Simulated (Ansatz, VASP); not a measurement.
**One calculation of MnSb, two programs**

File INCAR:

```
SYSTEM = MnSb
ALGO = Normal
EDIFF = 1E-8
ENCUT = 520
GGA = PE
ISIF = 2
ISMEAR = -1
ISPIN = 2
LASPH = .True.
LCHARG = .False.
LEFG = .True.
LMAXMIX = 4
LORBIT = 11
LREAL = .False.
LWAVE = .False.
MAGMOM = 4 0
NBANDS = 20
NELM = 150
PREC = Accurate
SIGMA = 0.03
```

The input KPOINTS:

```
k-points
0
Gamma
  11 11 11
  0 0 0
```

Contents of POSCAR:

```
MnSb
1.0
    0.0000000000      2.7481667371      2.7481667371
    2.7481667371      0.0000000000      2.7481667371
    2.7481667371      2.7481667371      0.0000000000
Mn Sb
1 1
Direct
    0.0000000000      0.0000000000      0.0000000000
    0.5000000000      0.5000000000      0.5000000000
```

Input for Ansatz:

```yaml
crystal:
  lattice:
    - [0.0, 2.7481667371, 2.7481667371]
    - [2.7481667371, 0.0, 2.7481667371]
    - [2.7481667371, 2.7481667371, 0.0]
  atoms:
    - { symbol: Mn, position: [0.0, 0.0, 0.0], spin: 4.0 }
    - { symbol: Sb, position: [0.5, 0.5, 0.5] }
magnetization:
  spin_polarized: true
kpoints:
  mp_grid: { grid: [11, 11, 11] }
scf:
  occupations: { method: fermi_dirac, width: 0.03 }
hamiltonian:
  xc: pbe
  pseudopotentials: { kind: paw }
output:
  forces: true
  stress: true
  eigenvalues: true
  efg: { contact_densities: true }
```

Change from the starting cell: volume scaled by 0.96, PAW files.

Alike in both runs: task electric field gradients; functional PBE; k mesh 11 × 11 × 11; occupations fermi-dirac, width 0.03 eV; collinear spin.

```csv
,VASP,Ansatz
version,VASP 6.6.1,Ansatz 0.2.0
potentials or method,"VASP PAW PBE potentials, release 64 (Mn_pv, Sb)","PAW with Ansatz's default frozen-core files, scalar-relativistic"
plane-wave cutoff (eV),520,420
valence electrons in the cell,18,30
```

|  | VASP | Ansatz | Ansatz less VASP |
| --- | --- | --- | --- |
| pressure (GPa) | 2.9 | 2.9 | +0.02 |
| net moment per atom (μB) | 1.87 | 1.87 | +0.001 |
| size of the moment on the site where the two differ most (μB) | 3.66 | 3.68 | +0.021 |

Site moments also hang on the region over which each program counts them. VASP's potentials hold 18 valence electrons a cell and Ansatz's 30, so a difference there can come from the potentials and not from the codes.

Spin-orbit coupling is off throughout.
